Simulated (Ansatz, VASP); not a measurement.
## AlOs in VASP and in Ansatz

File INCAR:

```
SYSTEM = AlOs
PREC = Accurate
ENCUT = 520
EDIFF = 1E-6
ISMEAR = -1
SIGMA = 0.1
LREAL = .FALSE.
LASPH = .TRUE.
NELM = 100
ALGO = Normal
ISIF = 2
LWAVE = .FALSE.
LCHARG = .FALSE.
NBANDS = 12
```

Contents of KPOINTS:

```
regular mesh
0
G
  12 12 12
  0 0 0
```

The input POSCAR:

```
AlOs
1.0
    2.9730235371      0.0000000000      0.0000000000
    0.0000000000      2.9730235371      0.0000000000
    0.0000000000      0.0000000000      2.9730235371
Al Os
1 1
Direct
    0.0000000000      0.0000000000      0.0000000000
    0.5000000000      0.5000000000      0.5000000000
```

Input for Ansatz:

```yaml
crystal:
  lattice:
    - [2.97302353706, 0.0, 0.0]
    - [0.0, 2.97302353706, 0.0]
    - [0.0, 0.0, 2.97302353706]
  atoms:
    - { symbol: Al, position: [0.0, 0.0, 0.0] }
    - { symbol: Os, position: [0.5, 0.5, 0.5] }
kpoints:
  mp_grid: { grid: [12, 12, 12] }
scf:
  occupations: { method: fermi_dirac, width: 0.1 }
hamiltonian:
  xc: lda
  pseudopotentials: { kind: paw }
output:
  forces: true
  stress: true
  eigenvalues: true
  eigenstates:
    nscf_kmesh: { grid: [20, 20, 20] }
    de_dk: true
    e_range: [-14, 14]
  optics:
    e_range: [0, 25]
    de: 0.2
    sigma: 0.2
    bands: { spectra_wanted_up_to: 25 }
    nscf_kmesh: { grid: [20, 20, 20] }
    drude_damping: 0.1
checkpoint:
  write: ck
  write_wavefunctions: false
```

Alike in both runs: task single point; functional LDA; k mesh 12 × 12 × 12; occupations fermi-dirac, width 0.1 eV; no spin polarisation.

|  | VASP | Ansatz |
| --- | --- | --- |
| version | VASP 6.6.1 | Ansatz 0.2.0 |
| potentials or method | VASP PAW LDA potentials, release 64 (Al, Os) | PAW with Ansatz's default frozen-core files, scalar-relativistic |
| plane-wave cutoff (eV) | 520 | 420 |
| valence electrons in the cell | 11 | 19 |

```csv
,VASP,Ansatz,Ansatz less VASP
pressure (GPa),0.9,0.0,-0.88
```

LDA's correlation is that of Perdew and Zunger in VASP and of Perdew and Wang (1992) in Ansatz. VASP's potentials hold 11 valence electrons a cell and Ansatz's 19, so a difference there can come from the potentials and not from the codes. Ansatz's warnings: optics on partly filled bands.

Neither program's run includes spin-orbit coupling.
